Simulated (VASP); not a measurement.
Here is a VASP 6.6.1 calculation.

The input POSCAR:

```
Sc
1.0
    3.3310756505      0.0000000029      0.0000000000
   -1.6655378278      2.8847961338      0.0000000000
    0.0000000000      0.0000000000      5.1921257676
Sc
2
Direct
    0.3333333333      0.6666666667      0.2500000000
    0.6666666667      0.3333333333      0.7500000000
```

Contents of INCAR.step1:

```
SYSTEM = Sc
ALGO = Normal
EDIFF = 1E-4
ENCUT = 520
GGA = PE
ISMEAR = 0
LASPH = .True.
LCHARG = .False.
LREAL = .False.
LWAVE = .True.
NBANDS = 18
NELM = 60
PREC = Accurate
SIGMA = 0.1
```

File INCAR.step2:

```
SYSTEM = Sc
ALGO = Normal
EDIFF = 1E-7
ENCUT = 520
ISIF = 2
ISMEAR = 0
ISTART = 1
LASPH = .True.
LCHARG = .True.
LELF = .True.
LMIXTAU = .True.
LREAL = .False.
LVHAR = .True.
LWAVE = .False.
METAGGA = R2SCAN
NBANDS = 18
NELM = 60
PREC = Accurate
SIGMA = 0.1
```

Contents of KPOINTS:

```
k-points
0
Gamma
  15 15 8
  0 0 0
```

Potentials or basis: VASP PAW PBE potentials, release 64 (Sc_sv).

Command:

```bash
$ cat potpaw_PBE.64/Sc_sv/POTCAR > POTCAR
$ cp INCAR.step1 INCAR
$ mpirun -np 1 vasp_std > vasp.out
$ cp INCAR.step2 INCAR
$ mpirun -np 1 vasp_std > vasp.out
```

Predict the pressure.

0.1 GPa.

Predict the band gap on the k mesh.

zero (bands 11 and 12 overlap by 1.58 eV).

Caveat: the PAW data sets were made with another functional, which shifts forces and pressure a little.
